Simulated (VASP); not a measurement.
A run of VASP 6.6.1 is set up as follows.

Contents of INCAR:

```
SYSTEM = Os
ALGO = Normal
EDIFF = 1E-6
ENCUT = 520
GGA = PS
ISIF = 2
ISMEAR = -1
LASPH = .True.
LCHARG = .False.
LREAL = .False.
LWAVE = .False.
NBANDS = 15
NELM = 80
PREC = Accurate
SIGMA = 0.05
```

The input KPOINTS:

```
k-points
0
Gamma
  15 15 9
  0 0 0
```

The input POSCAR:

```
Os
1.0
    2.7522071256      0.0000000000      0.0000000000
   -1.3761035628      2.3834812872      0.0000000000
    0.0000000000      0.0000000000      4.3483081185
Os
2
Direct
    0.3333333333      0.6666666667      0.2500000000
    0.6666666667      0.3333333333      0.7500000000
```

Potentials or basis: VASP PAW PBE potentials, release 64 (Os).

Run with:

```sh
$ cat potpaw_PBE.64/Os/POTCAR > POTCAR
$ mpirun -np 1 vasp_std > vasp.out
```

**Question.** Estimate the band gap on the k mesh.

**Answer.** Zero (band 8 reaches 11.02 eV, above the bottom of band 9 at 7.31 eV).

**Question.** Predict the pressure.

**Answer.** -10.6 GPa.

Stress tensor (GPa, compression positive):
```
-10.50   0.00   0.00
  0.00 -10.50   0.00
  0.00   0.00 -10.68
```

Caveat: the PAW data sets were made with another functional, which shifts forces and pressure a little; spin-orbit coupling is left out, which moves the levels of the heavy elements.
